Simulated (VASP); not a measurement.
The system is In3Se.

```
CELL_PARAMETERS angstrom
4.80376 0.00000 0.00000
0.00000 4.80376 0.00000
0.00000 0.00000 4.80376
ATOMIC_POSITIONS crystal
In 0.00000 0.50000 0.50000
In 0.50000 0.00000 0.50000
In 0.50000 0.50000 0.00000
Se 0.00000 0.00000 0.00000
```

```yaml
Program: VASP 6.6.1
Task: relaxation of cell and atoms
Functional: LDA
Potentials_or_basis: VASP PAW LDA potentials, release 64 (In_d, Se)
Cutoff: 600 eV
k_mesh: 10 × 10 × 10
Occupations: gaussian, width 0.1 eV
Spin: no spin polarisation
```

At the start: pressure -4.3 GPa; volume 27.71 Å³/atom.

**Question.** How do energy, volume and symmetry change on relaxing?

**Answer.** Over 3 steps the energy falls by 47.2 meV/atom and the volume is 24.60 Å³/atom (-11.3 %); space group Pm-3m (No. 221, to 0.1 Å) before and after.

Step by step:
```tsv
step	energy change (eV)	largest force (eV/Å)	pressure (GPa)	volume (Å³)
1	0.0000	0.0000	-4.28	110.85
2	-0.1872	0.0000	-0.50	99.39
3	-0.1889	0.0000	-0.05	98.38
```

Final structure:
```cif
data_structure
_symmetry_space_group_name_H-M 'P 1'
_symmetry_Int_Tables_number 1
_cell_length_a 4.6164
_cell_length_b 4.6164
_cell_length_c 4.6164
_cell_angle_alpha 90.000
_cell_angle_beta 90.000
_cell_angle_gamma 90.000
_cell_volume 98.38
loop_
_atom_site_label
_atom_site_type_symbol
_atom_site_fract_x
_atom_site_fract_y
_atom_site_fract_z
_atom_site_occupancy
In1 In 0.00000 0.50000 0.50000 1
In2 In 0.50000 0.00000 0.50000 1
In3 In 0.50000 0.50000 0.00000 1
Se1 Se 0.00000 0.00000 0.00000 1
```
